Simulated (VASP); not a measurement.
Here is a VASP 6.6.1 calculation.

INCAR

```
PREC = Accurate ; ENCUT = 500
EDIFF = 1E-6 ; ISMEAR = -1
SIGMA = 0.03 ; LREAL = F
LASPH = T ; NELM = 120
ALGO = Normal ; ISIF = 2
LWAVE = F ; LCHARG = T
GGA = PS ; LELF = T
LVHAR = T ; NBANDS = 20
GGA_COMPAT = F
```

File KPOINTS:

```
regular mesh
0
Gamma
  8 8 5
```

File POSCAR:

```
CdI2
1.0
    4.2580989834      0.0000000000      0.0000000000
   -2.1290494917      3.6876218914      0.0000000000
    0.0000000000      0.0000000000      6.8817875428
Cd I
1 2
Direct
    0.0000000000      0.0000000000      0.0000000000
    0.3333333333      0.6666666667      0.2492000000
    0.6666666667      0.3333333333      0.7508000000
```

Potentials or basis: VASP PAW PBE potentials, release 64 (Cd, I).

Launch:

```bash
$ cat potpaw_PBE.64/Cd/POTCAR potpaw_PBE.64/I/POTCAR > POTCAR
$ mpirun -np 1 vasp_std > vasp.out
```

(1) What does it give for the pressure?

(2) Predict the largest force.

(3) Estimate the band gap on the k mesh.

Results:

(1) -0.6 GPa.

(2) 0.124 eV/Å.

(3) 2.28 eV (least direct gap 2.46 eV).

Caveat: the PAW data sets were made with another functional, which shifts forces and pressure a little; spin-orbit coupling is left out, which moves the levels of the heavy elements; an odd mesh through Γ misses points on the zone boundary, where band edges can lie; this functional lacks dispersion, which binds the layers, so the pressure and a relaxed spacing across them are unreliable.
